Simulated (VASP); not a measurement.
Write the native input for VASP 6.6.1 that does the following.

| Property | Result |
| --- | --- |
| Task | single point |
| Functional | PBE |
| Potentials or basis | VASP PAW PBE potentials, release 64 (Bi_d, Te) |
| Cutoff | 520 eV |
| k mesh | 8 × 8 × 8 |
| Occupations | gaussian, width 0.1 eV |
| Spin | no spin polarisation |
| Dipole correction | no |
| Further INCAR settings | ALGO = Fast; EDIFF = 1e-07; NBANDS = 32 |

The structure of BiTe5 lies in POSCAR:

```
BiTe5
1.0
    0.0000000000      4.5013807771      4.5013807771
    4.5013807771      0.0000000000      4.5013807771
    4.5013807771      4.5013807771      0.0000000000
Bi Te
1 5
Direct
    0.0000000000      0.0000000000      0.0000000000
    0.2500000000      0.2500000000      0.2500000000
    0.1261837944      0.6246054019      0.6246054019
    0.6246054019      0.6246054019      0.6246054019
    0.6246054019      0.1261837944      0.6246054019
    0.6246054019      0.6246054019      0.1261837944
```

The cell was generated, and may not be a known phase.

One way to write it, as run:

INCAR

```
PREC = Accurate
ENCUT = 520
EDIFF = 1E-7
ISMEAR = 0
SIGMA = 0.1
LREAL = F
LASPH = T
NELM = 60
ALGO = Fast
ISIF = 2
LWAVE = F
LCHARG = F
GGA = PE
NBANDS = 32
```

KPOINTS

```
Automatic mesh
0
Gamma
  8 8 8
```

Potentials or basis: VASP PAW PBE potentials, release 64 (Bi_d, Te).

Launch:

```sh
$ cat potpaw_PBE.64/Bi_d/POTCAR potpaw_PBE.64/Te/POTCAR > POTCAR
$ mpirun -np 1 vasp_std > vasp.out
```

It gave:

```
Pressure               : -0.1 GPa
Largest force          : 0.003 eV/Å
Band gap on the k mesh : zero (an odd number of electrons rules out a gap without spin polarisation)
```

Caveat: spin-orbit coupling is left out, which moves the levels of the heavy elements; an odd number of electrons without spin polarisation forces a metal; a magnetic or distorted state may lie lower.

It took 7.8 min on 1 thread of Oxide Virtual Turin-like Processor, on a shared host, peak memory 0.37 GiB.
